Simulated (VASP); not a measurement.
# Mo3Pt (Pm-3m) in VASP: a series of runs

Runs on Mo3Pt. Level: LDA. Tasks: single point.

All numbers are computed with VASP 6.6.1; they aren't measurements. Logs are shortened: lines on timing, memory, paths and dates and some standing lists are left out, and cuts for length are marked.

### Step 1. The cell of the first run

Symmetry: Pm-3m, No. 221, cubic system. The conventional cell has a = 4.026 Å, b = 4.026 Å, c = 4.026 Å, α = 90.00°, β = 90.00°, γ = 90.00°. Within 3.8 Å of Mo (site symmetry 4/mmm) lie 8 Mo at 2.85 Å and 4 Pt at 2.85 Å. Pt (site symmetry m-3m) has 12 Mo at 2.85 Å within 3.8 Å.

### Step 2. Single point, LDA

Input file INCAR:

```
SYSTEM = Mo3Pt
PREC     = Accurate       ! precision mode
ENCUT    = 520            ! plane-wave cutoff, eV
EDIFF    = 1E-7           ! SCF threshold, eV
ISMEAR   = -1             ! smearing method
SIGMA    = 0.1            ! smearing width, eV
LREAL    = .FALSE.        ! projectors in reciprocal space
LASPH    = .TRUE.         ! aspherical terms in the spheres
NELM     = 60             ! most SCF steps
ALGO     = Normal         ! electronic algorithm
ISIF     = 2              ! what is computed and relaxed
LWAVE    = .FALSE.        ! write WAVECAR
LCHARG   = .TRUE.         ! write CHGCAR
LELF     = .TRUE.         ! ELF
LVHAR    = .TRUE.       
NBANDS   = 34             ! bands
```

Input file KPOINTS:

```
regular mesh
0
G
  6 6 6
  0 0 0
```

Input file POSCAR:

```
Mo3Pt
1.0
    4.0262752076      0.0000000000      0.0000000000
    0.0000000000      4.0262752076      0.0000000000
    0.0000000000      0.0000000000      4.0262752076
Mo Pt
3 1
Direct
    0.0000000000      0.5000000000      0.5000000000
    0.5000000000      0.0000000000      0.5000000000
    0.5000000000      0.5000000000      0.0000000000
    0.0000000000      0.0000000000      0.0000000000
```

Potentials or basis: VASP PAW LDA potentials, release 64 (Mo_sv, Pt).

Command:

```
$ cat potpaw_LDA.64/Mo_sv/POTCAR potpaw_LDA.64/Pt/POTCAR > POTCAR
$ mpirun -np 1 vasp_std > vasp.out
```

OUTCAR:

```text
SYSTEM = Mo3Pt
   PREC = Accurate
   ENCUT = 520
   EDIFF = 1E-7
   ISMEAR = -1
   LREAL = .FALSE.
   LASPH = .TRUE.
   NELM = 60
   ISIF = 2

 ion  position               nearest neighbor table
   1  0.000  0.500  0.500-   2 2.85   3 2.85   4 2.85   3 2.85   4 2.85   2 2.85   4 2.85   4 2.85
                             2 2.85   3 2.85   3 2.85   2 2.85
   2  0.500  0.000  0.500-   1 2.85   3 2.85   4 2.85   3 2.85   4 2.85   1 2.85   3 2.85   3 2.85
                             1 2.85   4 2.85   4 2.85   1 2.85
   3  0.500  0.500  0.000-   1 2.85   2 2.85   4 2.85   1 2.85   2 2.85   2 2.85   4 2.85   2 2.85
                             1 2.85   4 2.85   1 2.85   4 2.85
   4  0.000  0.000  0.000-   1 2.85   2 2.85   3 2.85   1 2.85   2 2.85   1 2.85   3 2.85   1 2.85
                             2 2.85   3 2.85   2 2.85   3 2.85

  LATTYP: Found a simple cubic cell.
 ALAT       =     4.0262752076

  Lattice vectors:

 A1 = (   4.0262752076,   0.0000000000,   0.0000000000)
 A2 = (   0.0000000000,   4.0262752076,   0.0000000000)
 A3 = (   0.0000000000,   0.0000000000,   4.0262752076)

Analysis of symmetry for initial positions (statically):
=====================================================================
 Subroutine PRICEL returns:
 Original cell was already a primitive cell.

 Routine SETGRP: Setting up the symmetry group for a
 simple cubic supercell.

 Subroutine GETGRP returns: Found 48 space group operations
 (whereof 48 operations were pure point group operations)
 out of a pool of 48 trial point group operations.

The static configuration has the point symmetry O_h .

Analysis of symmetry for dynamics (positions and initial velocities):
=====================================================================
 Subroutine PRICEL returns:
 Original cell was already a primitive cell.

 Routine SETGRP: Setting up the symmetry group for a
 simple cubic supercell.

 Subroutine GETGRP returns: Found 48 space group operations
 (whereof 48 operations were pure point group operations)
 out of a pool of 48 trial point group operations.

The dynamic configuration has the point symmetry O_h .

 Subroutine INISYM returns: Found 48 space group operations
 (whereof 48 operations are pure point group operations),
 and found     1 'primitive' translations

----------------------------------------------------------------------------------------

                                     Primitive cell

  volume of cell :      65.2695

  direct lattice vectors                    reciprocal lattice vectors
     4.026275208  0.000000000  0.000000000     0.248368516  0.000000000  0.000000000
     0.000000000  4.026275208  0.000000000     0.000000000  0.248368516  0.000000000
     0.000000000  0.000000000  4.026275208     0.000000000  0.000000000  0.248368516

  length of vectors
     4.026275208  4.026275208  4.026275208     0.248368516  0.248368516  0.248368516

  position of ions in fractional coordinates (direct lattice)
     0.000000000  0.500000000  0.500000000
     0.500000000  0.000000000  0.500000000
     0.500000000  0.500000000  0.000000000
     0.000000000  0.000000000  0.000000000

  ion indices of the primitive-cell ions
   primitive index   ion index
                 1           1
                 2           2
                 3           3
                 4           4

----------------------------------------------------------------------------------------

 KPOINTS: regular mesh

Automatic generation of k-mesh.
 Grid dimensions read from file:
 generate k-points for:    6    6    6

 Generating k-lattice:

  Cartesian coordinates                     Fractional coordinates (reciprocal lattice)
     0.041394753  0.000000000  0.000000000     0.166666667  0.000000000  0.000000000
     0.000000000  0.041394753  0.000000000     0.000000000  0.166666667  0.000000000
     0.000000000  0.000000000  0.041394753     0.000000000  0.000000000  0.166666667

  Length of vectors
     0.041394753  0.041394753  0.041394753

  Shift w.r.t. Gamma in fractional coordinates (k-lattice)
     0.000000000  0.000000000  0.000000000

 Subroutine IBZKPT returns following result:
 ===========================================

 Found     20 irreducible k-points:

 Following reciprocal coordinates:
            Coordinates               Weight
  0.000000  0.000000  0.000000      1.000000
  0.166667  0.000000  0.000000      6.000000
  0.333333  0.000000  0.000000      6.000000
  0.500000  0.000000  0.000000      3.000000
  0.166667  0.166667  0.000000     12.000000
  0.333333  0.166667  0.000000     24.000000
[... 12 lines left out ...]
  0.500000  0.500000  0.333333      6.000000
  0.500000  0.500000  0.500000      1.000000
   k-points           NKPTS =     20   k-points in BZ     NKDIM =     20   number of bands    NBANDS=     34
   number of dos      NEDOS =    301   number of ions     NIONS =      4
   total plane-waves  NPLWV =  27000
   dimension x,y,z NGX =    30 NGY =   30 NGZ =   30
   dimension x,y,z NGXF=    60 NGYF=   60 NGZF=   60
   ions per type =               3   1
   NGX,Y,Z   is equivalent  to a cutoff of  12.39, 12.39, 12.39 a.u.
   NGXF,Y,Z  is equivalent  to a cutoff of  24.77, 24.77, 24.77 a.u.
 SYSTEM =  Mo3Pt
   PREC   = accura    normal or accurate (medium, high low for compatibility)
   ISTART =      0    job   : 0-new  1-cont  2-samecut
   ICHARG =      2    charge: 1-file 2-atom 10-const
   ISPIN  =      1    spin polarized calculation?
   LNONCOLLINEAR =      F non collinear calculations
   LSORBIT =      F    spin-orbit coupling
   LASPH  =      T    aspherical Exc in radial PAW
   ENCUT  =  520.0 eV  38.22 Ry    6.18 a.u.   7.49  7.49  7.49*2*pi/ulx,y,z
   NELM   =     60;   NELMIN=  2; NELMDL= -5     # of ELM steps
   EDIFF  = 0.1E-06   stopping-criterion for ELM
   LREAL  =      F    real-space projection
   EDIFFG = 0.1E-05   stopping-criterion for IOM
   NSW    =      0    number of steps for IOM
   IBRION =     -1    ionic relax: 0-MD 1-quasi-New 2-CG
   NFREE  =      0    steps in history (QN), initial steepest desc. (CG)
   ISIF   =      2    stress and relaxation
   ISYM   =      2    0-nonsym 1-usesym 2-fastsym
   POTIM  = 0.5000    time-step for ionic-motion
   TEBEG  =    0.0;   TEEND  =   0.0 temperature during run
   PSTRESS=    0.0 pullay stress
   NELECT =      52.0000    total number of electrons
   NUPDOWN=      -1.0000    fix difference up-down
   EMIN   =  10.00;   EMAX   =-10.00  energy-range for DOS
   EFERMI =   0.00;   METHOD = LEGACY
   ISMEAR =    -1;   SIGMA  =   0.10  broadening in eV -4-tet -1-fermi 0-gaus
   EFERMI_NEDOS =   21; number of points for ismear=-14 and -15
   IALGO  =     38    algorithm
   IMIX   =      4    mixing-type and parameters
     AMIX     =   0.40;   BMIX     =  1.00
     AMIX_MAG =   1.60;   BMIX_MAG =  1.00
  volume/ion in A,a.u.               =      16.32       110.12
  Fermi-wavevector in a.u.,A,eV,Ry     =   1.517653  2.867948 31.337900  2.303271
  Thomas-Fermi vector in A             =   2.626879
   LORBIT       =      0    0 simple, 1 ext, 2 COOP (PROOUT), +10 PAW based schemes
   GGA     = CA    functional components
   LHFCALC =     F    Hartree Fock is set to
   AEXX    =    0.0000 exact exchange contribution
   IVDW    =     0    specifies the selected vdW correction
   LEPSILON=     F    determine dielectric tensor
   LRPA    =     F    only Hartree local field effects (RPA)
 non-spin polarized calculation
  energy-cutoff  :      520.00
  volume of cell :       65.27
 maximum number of plane-waves:      1791
 NGX is ok and might be reduce to    30
   NGX = 15   NGY = 15   NGZ = 15

 number of electron      52.0000005 magnetization

 Free energy of the ion-electron system (eV)
  ---------------------------------------------------
  ext. energy  EPLUGINS =         0.00000000
  ---------------------------------------------------
  free energy    TOTEN  =       -43.99516790 eV

  energy without entropy =      -43.87191626  energy(sigma->0) =      -43.93354208

 E-fermi :  11.0646     XC(G=0): -13.3311

 val. band max:       11.0294123652   @ k =   0.3333   0.3333   0.1667
 cond. band min:      11.0713482711   @ k =   0.5000   0.0000   0.0000
 fundamental gap:      0.0419359060
 Fermi energy:        11.0645935554

 k-point     1 :       0.0000    0.0000    0.0000
  band No.  band energies     occupation
      1     -49.4580      2.00000
      2     -49.2473      2.00000
      3     -49.2473      2.00000
      4     -24.0136      2.00000
      5     -24.0136      2.00000
      6     -24.0136      2.00000
[... 26 lines left out ...]
     33      14.7778      0.00000
     34      15.4406      0.00000

 k-point     2 :       0.1667    0.0000    0.0000
  band No.  band energies     occupation
      1     -49.4455      2.00000
      2     -49.2597      2.00000
      3     -49.2471      2.00000
      4     -23.9837      2.00000
      5     -23.9837      2.00000
      6     -23.9666      2.00000
[... 26 lines left out ...]
     33      14.3758      0.00000
     34      15.4421      0.00000

 k-point     3 :       0.3333    0.0000    0.0000
  band No.  band energies     occupation
      1     -49.4132      2.00000
      2     -49.2919      2.00000
      3     -49.2468      2.00000
      4     -23.9114      2.00000
      5     -23.9114      2.00000
      6     -23.8357      2.00000
[... 26 lines left out ...]
     33      13.8737      0.00000
     34      15.4451      0.00000
[... 556 lines left out ...]
 k-point    19 :       0.5000    0.5000    0.3333
  band No.  band energies     occupation
      1     -49.3164      2.00000
      2     -49.3163      2.00000
      3     -49.3163      2.00000
      4     -24.2049      2.00000
      5     -23.9671      2.00000
      6     -23.9167      2.00000
[... 26 lines left out ...]
     33      14.3289      0.00000
     34      14.4241      0.00000

 k-point    20 :       0.5000    0.5000    0.5000
  band No.  band energies     occupation
      1     -49.3162      2.00000
      2     -49.3162      2.00000
      3     -49.3162      2.00000
      4     -24.2659      2.00000
      5     -23.9642      2.00000
      6     -23.9642      2.00000
[... 26 lines left out ...]
     33      13.7239      0.00000
     34      14.8515      0.00000

------------------------ aborting loop because EDIFF is reached ----------------------------------------

  FORCE on cell =-STRESS in cart. coord.  units (eV):
  Direction    XX          YY          ZZ          XY          YZ          ZX
  --------------------------------------------------------------------------------------
  -------------------------------------------------------------------------------------
  Total       -9.0113073     -9.0113073     -9.0113073      0.0000000      0.0000000     -0.0000000
  in kB     -221.2014724   -221.2014724   -221.2014724      0.0000000      0.0000000     -0.0000000
  external PRESSURE =    -221.2014724 kB  Pullay stress =       0.0000000 kB

 VOLUME and BASIS-vectors are now :
 -----------------------------------------------------------------------------
  energy-cutoff  :      520.00
  volume of cell :       65.27
      direct lattice vectors                 reciprocal lattice vectors
     4.026275208  0.000000000  0.000000000     0.248368516  0.000000000  0.000000000
     0.000000000  4.026275208  0.000000000     0.000000000  0.248368516  0.000000000
     0.000000000  0.000000000  4.026275208     0.000000000  0.000000000  0.248368516

 POSITION                                       TOTAL-FORCE (eV/Angst)
 -----------------------------------------------------------------------------------
      0.00000      2.01314      2.01314         0.000000      0.000000      0.000000
      2.01314      0.00000      2.01314         0.000000      0.000000      0.000000
      2.01314      2.01314      0.00000         0.000000      0.000000      0.000000
      0.00000      0.00000      0.00000         0.000000      0.000000      0.000000
 -----------------------------------------------------------------------------------
    total drift:                                0.000000      0.000000     -0.000000

  FREE ENERGIE OF THE ION-ELECTRON SYSTEM (eV)
  ---------------------------------------------------
  free  energy   TOTEN  =       -43.9951679032 eV

  energy  without entropy=      -43.8719162620  energy(sigma->0) =      -43.93354208
```

It took 32 s on 1 thread of Intel Xeon Platinum 8259CL at 2.50GHz (Skylake/Cascade Lake), shared host; peak memory 0.17 GiB.

Results:

```
Free energy            : -43.9952 eV
Pressure               : -22.1 GPa
Band gap on the k mesh : zero (band 26 reaches 13.67 eV, above the bottom of band 27 at 10.47 eV)
```

Caveat: spin-orbit coupling is left out, which moves the levels of the heavy elements.

### Step 3. Single point, LDA

This run uses another cell than the first one, of 16.63 Å³/atom, 1.019 times its volume.

Input file INCAR:

```
PREC = Accurate
ENCUT = 520
EDIFF = 1E-6
ISMEAR = -1
SIGMA = 0.1
LREAL = F
LASPH = T
NELM = 100
ALGO = Normal
ISIF = 2
LWAVE = F
LCHARG = T
LELF = T
LVHAR = T
NBANDS = 34
```

Input file KPOINTS:

```
regular mesh
0
Gamma
  6 6 6
```

Input file POSCAR:

```
Mo3Pt
1.0
    4.0519209640      0.0000000000      0.0000000000
    0.0000000000      4.0519209640      0.0000000000
    0.0000000000      0.0000000000      4.0519209640
Mo Pt
3 1
Direct
    0.0000000000      0.5000000000      0.5000000000
    0.5000000000      0.0000000000      0.5000000000
    0.5000000000      0.5000000000      0.0000000000
    0.0000000000      0.0000000000      0.0000000000
```

Potentials or basis: VASP PAW LDA potentials, release 64 (Mo_sv, Pt).

Command:

```
$ cat potpaw_LDA.64/Mo_sv/POTCAR potpaw_LDA.64/Pt/POTCAR > POTCAR
$ mpirun -np 1 vasp_std > vasp.out
```

OUTCAR:

```text
PREC = Accurate
   ENCUT = 520
   EDIFF = 1E-6
   ISMEAR = -1
   LREAL = F
   LASPH = T
   NELM = 100
   ISIF = 2

 ion  position               nearest neighbor table
   1  0.000  0.500  0.500-   2 2.87   3 2.87   4 2.87   3 2.87   4 2.87   2 2.87   4 2.87   4 2.87
                             2 2.87   3 2.87   3 2.87   2 2.87
   2  0.500  0.000  0.500-   1 2.87   3 2.87   4 2.87   3 2.87   4 2.87   1 2.87   3 2.87   3 2.87
                             1 2.87   4 2.87   4 2.87   1 2.87
   3  0.500  0.500  0.000-   1 2.87   2 2.87   4 2.87   1 2.87   2 2.87   2 2.87   4 2.87   2 2.87
                             1 2.87   4 2.87   1 2.87   4 2.87
[... 936 lines left out ...]
  -------------------------------------------------------------------------------------
  Total      -10.6537853    -10.6537853    -10.6537853     -0.0000000     -0.0000000      0.0000000
  in kB     -256.5852153   -256.5852153   -256.5852153     -0.0000000     -0.0000000      0.0000000
  external PRESSURE =    -256.5852153 kB  Pullay stress =       0.0000000 kB

 VOLUME and BASIS-vectors are now :
 -----------------------------------------------------------------------------
  energy-cutoff  :      520.00
  volume of cell :       66.52
      direct lattice vectors                 reciprocal lattice vectors
     4.051920964  0.000000000  0.000000000     0.246796522  0.000000000  0.000000000
     0.000000000  4.051920964  0.000000000     0.000000000  0.246796522  0.000000000
     0.000000000  0.000000000  4.051920964     0.000000000  0.000000000  0.246796522

 POSITION                                       TOTAL-FORCE (eV/Angst)
 -----------------------------------------------------------------------------------
      0.00000      2.02596      2.02596         0.000000      0.000000      0.000000
      2.02596      0.00000      2.02596         0.000000      0.000000      0.000000
      2.02596      2.02596      0.00000         0.000000      0.000000      0.000000
      0.00000      0.00000      0.00000         0.000000      0.000000      0.000000
 -----------------------------------------------------------------------------------
    total drift:                                0.000000      0.000000     -0.000000

  FREE ENERGIE OF THE ION-ELECTRON SYSTEM (eV)
  ---------------------------------------------------
  free  energy   TOTEN  =       -43.8086488853 eV

  energy  without entropy=      -43.6823014347  energy(sigma->0) =      -43.74547516
```

OSZICAR:

```text
N       E                     dE             d eps       ncg     rms          rms(c)
DAV:   1     0.594117501843E+03    0.59412E+03   -0.30886E+04  1392   0.156E+03
DAV:   2    -0.275341055709E+02   -0.62165E+03   -0.60776E+03  1532   0.490E+02
DAV:   3    -0.466872405852E+02   -0.19153E+02   -0.18512E+02  1612   0.852E+01
DAV:   4    -0.469309497471E+02   -0.24371E+00   -0.24209E+00  1488   0.888E+00
DAV:   5    -0.469336434596E+02   -0.26937E-02   -0.26886E-02  1524   0.971E-01    0.234E+01
DAV:   6    -0.442476220805E+02    0.26860E+01   -0.72817E+00  1402   0.175E+01    0.660E+00
DAV:   7    -0.440471191366E+02    0.20050E+00   -0.24700E+00  1474   0.104E+01    0.363E+00
DAV:   8    -0.438254348247E+02    0.22168E+00   -0.53938E-01  1448   0.502E+00    0.148E+00
DAV:   9    -0.438087154008E+02    0.16719E-01   -0.30028E-02  1496   0.131E+00    0.249E-01
DAV:  10    -0.438086634317E+02    0.51969E-04   -0.42761E-04  1672   0.148E-01    0.108E-01
DAV:  11    -0.438086504073E+02    0.13024E-04   -0.89857E-05  1530   0.629E-02    0.917E-03
DAV:  12    -0.438086488648E+02    0.15425E-05   -0.75572E-06  1282   0.187E-02    0.774E-03
DAV:  13    -0.438086488853E+02   -0.20524E-07   -0.29475E-07   718   0.397E-03
   1 F= -.43808649E+02 E0= -.43745475E+02  d E =-.126347E+00
```

stdout:

```text
POSCAR found type information on POSCAR MoPt
 POSCAR found :  2 types and       4 ions
 scaLAPACK will be used
 LDA part: xc-table for (Slater(with rela. corr.)+CA(PZ))
 , standard interpolation
 POSCAR, INCAR and KPOINTS ok, starting setup
 FFT: planning ... GRIDC
 FFT: planning ... GRID_SOFT
 FFT: planning ... GRID
 WAVECAR not read
 entering main loop
```

Run time: 29 s. Hardware: 1 thread of Intel Xeon Platinum 8259CL at 2.50GHz (Skylake/Cascade Lake), shared host; peak memory 0.17 GiB.

What came out:

| Property | Result |
| --- | --- |
| Free energy | -43.8086 eV |
| Pressure | -25.7 GPa |
| Band gap on the k mesh | zero (band 26 reaches 13.29 eV, above the bottom of band 27 at 10.17 eV) |

Caveat: spin-orbit coupling is left out, which moves the levels of the heavy elements.
